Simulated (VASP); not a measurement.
# Si62C (a cell with a defect) in VASP: notebook, part 2 of 2

VASP 6.6.1. Earlier steps stand in the parts before.

## 3. Single point, PBE+D3(BJ), collinear spin

Input file INCAR:

```
SYSTEM = Si62C
ALGO     = Normal         ! electronic algorithm
EDIFF    = 1E-6           ! SCF threshold, eV
ENCUT    = 520            ! plane-wave cutoff, eV
GGA      = PE             ! functional
ISIF     = 2              ! what is computed and relaxed
ISMEAR   = -1             ! smearing method
ISPIN    = 2              ! spin polarisation
IVDW     = 12             ! dispersion correction
LASPH    = .TRUE.         ! aspherical terms in the spheres
LCHARG   = .FALSE.        ! write CHGCAR
LORBIT   = 11             ! projections on sites
LREAL    = Auto         
LWAVE    = .FALSE.        ! write WAVECAR
MAGMOM   = 0 0 0 0 0 0 0 0 0 0 0 0 0 0 0 0 0 0 0 0 0 0 0 0 0 0 0 0 0 0 0 0 0 0 0 0 0 0 0 0 0 0 0 0 0 0 0.13 0 0 0 0 0 0 0 0 0 0 0 0 0 0 0 0 ! initial moments
NBANDS   = 167            ! bands
NELECT   = 253.0        
NELM     = 150            ! most SCF steps
PREC     = Accurate       ! precision mode
SIGMA    = 0.05           ! smearing width, eV
```

Input file KPOINTS:

```
k-points
0
G
  1 1 1
  0 0 0
```

Input file POSCAR:

```
Si62C
1.0
   10.8600000000      0.0000000000      0.0000000000
    0.0000000000     10.8600000000      0.0000000000
    0.0000000000      0.0000000000     10.8600000000
Si C
62 1
Direct
    0.4982670350     -0.0018821363     -0.0010730203
    0.6239099448      0.1313067219      0.1181457643
    0.7466098527      0.2591134438     -0.0090152855
    0.8736663904      0.3740740331      0.1282218232
    0.7466005525      0.0040502762      0.2452874770
    0.8729464088      0.1218495396      0.3772314917
   -0.0009959484     -0.0016519337      0.0020671271
    0.1247553407      0.1250037753      0.1252738490
    0.2501728361      0.2499698895     -0.0001644567
    0.3776494475      0.3760172192      0.1226383057
    0.5018953959      0.5008264273     -0.0052734807
    0.6247752302      0.6251499079      0.1243101289
    0.7500397790      0.7496801105     -0.0012203499
    0.8733046041      0.8733044199      0.1269208103
    0.2472389503     -0.0012679558      0.2515144567
    0.3750466851      0.1232310313      0.3749290976
    0.4992537753      0.2514292818      0.2511671271
    0.6236623389      0.3786123389      0.3793461326
    0.7478310313      0.5036965009      0.2551314917
    0.8587014733      0.6325708103      0.3938807551
    0.5032621547     -0.0032984346      0.4986000921
    0.6253179558      0.1246836096      0.6247804788
    0.7500796501      0.2508642726      0.5007384899
    0.8744111418      0.3773510129      0.6262859116
    0.7484144567     -0.0043930939      0.7485727440
    0.8750855433      0.1239102210      0.8758621547
   -0.0002144567      0.4972510129      0.0030540516
    0.1232358195      0.6257060773      0.1284303867
    0.2503858195      0.7492519337     -0.0013306630
    0.3742578269      0.8743085635      0.1271771639
   -0.0015649171      0.2475168508      0.2522593923
    0.1255435543      0.3763457643      0.3716272560
    0.2541251381      0.5017604972      0.2501913444
    0.3799250460      0.6263004604      0.3796576427
    0.5029670350      0.7507627072      0.2526060773
    0.6329653775      0.8752120626      0.3732651013
   -0.0131498158     -0.0129383978      0.5049318600
    0.1205313996      0.1187569982      0.6236431860
    0.2464278085      0.2480593923      0.4992534991
    0.3761817680      0.3765645488      0.6227949355
    0.5134163904      0.5132174954      0.5110821363
    0.8570984346      0.8510079190      0.6232332413
    0.2553336096     -0.0008895948      0.7476016575
    0.3778524862      0.1273617864      0.8739734807
    0.5027454880      0.2544230203      0.7491340700
    0.6328013812      0.3925129834      0.8578173112
    0.7492023941      0.5305081952      0.7241342541
    0.8766484346      0.6232929098      0.8756109576
   -0.0100087477      0.7453977901      0.2585692449
    0.1200583794      0.8737323204      0.3761973297
   -0.0025942910      0.5004670350      0.5002861878
    0.1244146409      0.6246530387      0.6254010129
    0.2488731123      0.7502622468      0.4997228361
    0.3826815838      0.8681280847      0.6234497238
   -0.0002053407      0.2488001842      0.7513081031
    0.1265136280      0.3756824125      0.8749004604
    0.2514840700      0.5008672192      0.7495362799
    0.3822534070      0.6287087477      0.8671711786
    0.5264595764      0.7353949355      0.7281384899
    0.6229926335      0.8706416206      0.8710092081
    0.0000717311      0.7493010129      0.7526607735
    0.1277342541      0.8789127072      0.8746935543
    0.6745880295      0.6532157459      0.6165681400
```

Potentials or basis: VASP PAW PBE potentials, release 64 (Si, C).

Run with:

```bash
$ cat potpaw_PBE.64/Si/POTCAR potpaw_PBE.64/C/POTCAR > POTCAR
$ mpirun -np 1 vasp_gam > vasp.out
```

OUTCAR:

```text
SYSTEM = Si62C
   EDIFF = 1E-6
   ENCUT = 520
   GGA = PE
   ISIF = 2
   ISMEAR = -1
   ISPIN = 2
   IVDW = 12
   LASPH = .TRUE.
   LORBIT = 11
   LREAL = Auto
   NELECT = 253.0
   NELM = 150
   PREC = Accurate
 IVDW          = 12

 ion  position               nearest neighbor table
   1  0.498  0.998  0.999-  44 2.35  30 2.36   2 2.37  60 2.38
   2  0.624  0.131  0.118-   5 2.36   3 2.37  17 2.37   1 2.37
   3  0.747  0.259  0.991-   2 2.37  26 2.38   4 2.38  46 2.39
   4  0.874  0.374  0.128-  27 2.35  31 2.35   3 2.38  19 2.40
   5  0.747  0.004  0.245-  36 2.33  14 2.36   6 2.36   2 2.36
   6  0.873  0.122  0.377-  23 2.35  31 2.36   5 2.36  37 2.37
[... 54 lines left out ...]
  61  0.000  0.749  0.753-  48 2.33  52 2.36  42 2.37  62 2.38
  62  0.128  0.879  0.875-  43 2.35   7 2.36  29 2.36  61 2.38
  63  0.675  0.653  0.617-  47 1.95  59 2.20  41 2.59

  LATTYP: Found a simple cubic cell.
 ALAT       =    10.8600000000

  Lattice vectors:

 A1 = (  10.8600000000,   0.0000000000,   0.0000000000)
 A2 = (   0.0000000000,  10.8600000000,   0.0000000000)
 A3 = (   0.0000000000,   0.0000000000,  10.8600000000)

Analysis of symmetry for initial positions (statically):
=====================================================================
 Subroutine PRICEL returns:
 Original cell was already a primitive cell.

 Routine SETGRP: Setting up the symmetry group for a
 simple cubic supercell.

 Subroutine GETGRP returns: Found  1 space group operations
 (whereof  1 operations were pure point group operations)
 out of a pool of 48 trial point group operations.

The static configuration has the point symmetry C_1 .

Analysis of symmetry for dynamics (positions and initial velocities):
=====================================================================
 Subroutine PRICEL returns:
 Original cell was already a primitive cell.

 Routine SETGRP: Setting up the symmetry group for a
 simple cubic supercell.

 Subroutine GETGRP returns: Found  1 space group operations
 (whereof  1 operations were pure point group operations)
 out of a pool of 48 trial point group operations.

The dynamic configuration has the point symmetry C_1 .

Analysis of structural, dynamic, and magnetic symmetry:
=====================================================================
 Subroutine PRICEL returns:
 Original cell was already a primitive cell.

 Routine SETGRP: Setting up the symmetry group for a
 simple cubic supercell.

 Subroutine GETGRP returns: Found  1 space group operations
 (whereof  1 operations were pure point group operations)
 out of a pool of 48 trial point group operations.

The overall configuration has the point symmetry C_1 .

 Subroutine INISYM returns: Found  1 space group operations
 (whereof  1 operations are pure point group operations),
 and found     1 'primitive' translations

----------------------------------------------------------------------------------------

                                     Primitive cell

  volume of cell :    1280.8241

  direct lattice vectors                    reciprocal lattice vectors
    10.860000000  0.000000000  0.000000000     0.092081031  0.000000000  0.000000000
     0.000000000 10.860000000  0.000000000     0.000000000  0.092081031  0.000000000
     0.000000000  0.000000000 10.860000000     0.000000000  0.000000000  0.092081031

[... 194 lines left out ...]
   EMIN   =  10.00;   EMAX   =-10.00  energy-range for DOS
   EFERMI =   0.00;   METHOD = LEGACY
   ISMEAR =    -1;   SIGMA  =   0.05  broadening in eV -4-tet -1-fermi 0-gaus
   EFERMI_NEDOS =   21; number of points for ismear=-14 and -15
   IALGO  =     38    algorithm
   IMIX   =      4    mixing-type and parameters
     AMIX     =   0.40;   BMIX     =  1.00
     AMIX_MAG =   1.60;   BMIX_MAG =  1.00
  volume/ion in A,a.u.               =      20.33       137.20
  Fermi-wavevector in a.u.,A,eV,Ry     =   0.953422  1.801706 12.367880  0.909014
  Thomas-Fermi vector in A             =   2.082076
   LORBIT       =     11    0 simple, 1 ext, 2 COOP (PROOUT), +10 PAW based schemes
   GGA     = PE    functional components
   LHFCALC =     F    Hartree Fock is set to
   AEXX    =    0.0000 exact exchange contribution
   IVDW    =    12    specifies the selected vdW correction
   LEPSILON=     F    determine dielectric tensor
   LRPA    =     F    only Hartree local field effects (RPA)
 spin polarized calculation
  energy-cutoff  :      520.00
  volume of cell :     1280.82
 maximum number of plane-waves:     17229
 NGX is ok and might be reduce to    84
   NGX = 41   NGY = 41   NGZ = 41

 number of electron     252.9999996 magnetization       0.0368020

 Free energy of the ion-electron system (eV)
  ---------------------------------------------------
  ext. energy  EPLUGINS =         0.00000000
  ---------------------------------------------------
  free energy    TOTEN  =      -326.58288044 eV

  energy without entropy =     -326.45828063  energy(sigma->0) =     -326.52058054

 E-fermi :   6.0714     XC(G=0):  -9.3405

 val. band max:        5.8291732961   @ k =   0.0000   0.0000   0.0000
 cond. band min:       6.0987180465   @ k =   0.0000   0.0000   0.0000
 fundamental gap:      0.2695447504
 Fermi energy:         6.0713691987

 spin component 1

 k-point     1 :       0.0000    0.0000    0.0000
  band No.  band energies     occupation
      1      -6.2819      1.00000
      2      -5.4754      1.00000
      3      -5.1991      1.00000
      4      -5.1922      1.00000
      5      -5.1833      1.00000
      6      -5.1788      1.00000
[... 130 lines left out ...]
    137       6.8098      0.00000
    138       6.8294      0.00000
 Fermi energy:         6.0713691987

 spin component 2

 k-point     1 :       0.0000    0.0000    0.0000
  band No.  band energies     occupation
      1      -6.2814      1.00000
      2      -5.4750      1.00000
      3      -5.1984      1.00000
      4      -5.1918      1.00000
      5      -5.1831      1.00000
      6      -5.1784      1.00000
[... 130 lines left out ...]
    137       6.8102      0.00000
    138       6.8299      0.00000
 [bands above 138 left out]

------------------------ aborting loop because EDIFF is reached ----------------------------------------

 Edisp (eV)  -19.65244

 E6    (eV) :   -11.5293

 E8    (eV) :    -8.1232

  FORCE on cell =-STRESS in cart. coord.  units (eV):
  Direction    XX          YY          ZZ          XY          YZ          ZX
  --------------------------------------------------------------------------------------
  -------------------------------------------------------------------------------------
  Total      -9.61625    -6.96323    -3.03331     1.33797    -6.75952     0.40814
  in kB     -12.02892    -8.71027    -3.79435     1.67366    -8.45545     0.51054
  external pressure =       -8.18 kB  Pullay stress =        0.00 kB

 VOLUME and BASIS-vectors are now :
 -----------------------------------------------------------------------------
  energy-cutoff  :      520.00
  volume of cell :     1280.82
      direct lattice vectors                 reciprocal lattice vectors
    10.860000000  0.000000000  0.000000000     0.092081031  0.000000000  0.000000000
     0.000000000 10.860000000  0.000000000     0.000000000  0.092081031  0.000000000
     0.000000000  0.000000000 10.860000000     0.000000000  0.000000000  0.092081031

 POSITION                                       TOTAL-FORCE (eV/Angst)
 -----------------------------------------------------------------------------------
      5.41118     10.83956     10.84835         0.027811     -0.009525      0.001810
      6.77566      1.42599      1.28306        -0.009456     -0.005270      0.013575
      8.10818      2.81397     10.76209        -0.032130     -0.029843      0.017748
      9.48802      4.06244      1.39249        -0.002416      0.036979     -0.016423
      8.10808      0.04399      2.66382         0.080524     -0.004806     -0.004211
      9.48020      1.32329      4.09673         0.018593      0.013702      0.002157
[... 55 lines left out ...]
      1.38719      9.54499      9.49917        -0.006934     -0.014277     -0.047499
      7.32603      7.09392      6.69593        -1.922133     -0.446794      0.735097
 -----------------------------------------------------------------------------------
    total drift:                                0.016739     -0.015074      0.015994

  FREE ENERGIE OF THE ION-ELECTRON SYSTEM (eV)
  ---------------------------------------------------
  free  energy   TOTEN  =      -346.2353217169 eV

  energy  without entropy=     -346.1107219144  energy(sigma->0) =     -346.17302182

 total charge

# of ion       s       p       d       tot
------------------------------------------
    1        0.742   0.949   0.000   1.690
    2        0.747   0.935   0.000   1.682
    3        0.746   0.928   0.000   1.674
    4        0.745   0.938   0.000   1.683
    5        0.740   0.956   0.000   1.696
    6        0.740   0.956   0.000   1.696
[... 55 lines left out ...]
   62        0.745   0.945   0.000   1.691
   63        0.970   1.199   0.000   2.169
--------------------------------------------------
tot         47.124  59.309   0.000 106.433

 magnetization (x)

# of ion       s       p       d       tot
------------------------------------------
    1        0.000   0.000   0.000   0.000
    2        0.000   0.000   0.000   0.001
    3        0.000   0.000   0.000   0.000
    4        0.000  -0.000   0.000   0.000
    5        0.000   0.000   0.000   0.000
    6        0.000  -0.000   0.000   0.000
[... 55 lines left out ...]
   62        0.000   0.000   0.000   0.000
   63        0.000   0.000   0.000   0.000
--------------------------------------------------
tot          0.004   0.012   0.000   0.016
```

Run time: 14 min. Hardware: 1 thread of Intel Xeon Platinum 8375C at 2.90GHz (Ice Lake), shared host; peak memory 1.5 GiB.

What came out:

* Free energy: -346.2353 eV
* Largest force: 2.106 eV/Å
* Net moment: 0.04 μB per cell
* Valence electrons inside the program's atomic spheres: Si 1.69, 1.68, 1.67, 1.70, 1.61, 1.65, 1.60, 1.64, 1.58 (each value once); C 2.17
* Dispersion energy per atom: -0.312 eV

Forces on the atoms (eV/Å):
```
Si   0.028 -0.010  0.002
Si  -0.009 -0.005  0.014
Si  -0.032 -0.030  0.018
Si  -0.002  0.037 -0.016
Si   0.081 -0.005 -0.004
Si   0.019  0.014  0.002
Si   0.017  0.025 -0.024
Si   0.032  0.030 -0.019
Si   0.010 -0.015  0.006
Si  -0.005  0.002 -0.023
Si   0.006 -0.010  0.019
Si   0.011 -0.018 -0.008
Si   0.008  0.022  0.017
Si   0.020  0.003 -0.024
Si  -0.007 -0.015  0.004
Si   0.021  0.003 -0.036
Si   0.018  0.001 -0.007
Si   0.012  0.013  0.004
Si  -0.001  0.031 -0.012
Si   0.253  0.162 -0.360
Si   0.012  0.023  0.023
Si   0.011  0.000  0.026
Si   0.007 -0.018 -0.020
Si  -0.094  0.090 -0.046
Si  -0.014 -0.025 -0.031
Si   0.002  0.009 -0.059
Si  -0.024  0.024 -0.002
Si   0.054  0.014 -0.050
Si   0.051 -0.029 -0.066
Si   0.007  0.031 -0.019
Si  -0.002  0.015 -0.017
Si  -0.016  0.044  0.004
Si   0.011  0.015  0.013
Si   0.064  0.000  0.051
Si   0.003 -0.011 -0.046
Si   0.038  0.026 -0.059
Si   0.046  0.042 -0.036
Si   0.046  0.039  0.004
Si   0.046  0.052  0.013
Si   0.142  0.123  0.009
Si   0.369  0.245  0.179
Si   0.120  0.213 -0.158
Si   0.039 -0.051 -0.022
Si  -0.003  0.011  0.006
Si   0.007 -0.012  0.016
Si  -0.023 -0.096  0.099
Si  -0.227 -0.301  0.382
Si  -0.045  0.040 -0.027
Si   0.082  0.036 -0.093
Si   0.018 -0.010  0.012
Si  -0.021  0.077  0.031
Si   0.035 -0.002  0.014
Si   0.005  0.013 -0.012
Si   0.130 -0.114 -0.007
Si  -0.049  0.042 -0.033
Si  -0.005 -0.014  0.025
Si   0.012 -0.011  0.021
Si   0.132 -0.016 -0.095
Si   0.516 -0.239 -0.210
Si   0.006 -0.001  0.006
Si  -0.035 -0.044 -0.064
Si  -0.007 -0.014 -0.047
C   -1.922 -0.447  0.735
```

Caveat: the k points lie up to 0.58 Å⁻¹ apart; the cell carries a net charge on a neutralising background, which shifts energy and pressure; the cell is charged against a uniform background, so pressure and absolute levels hang on convention.
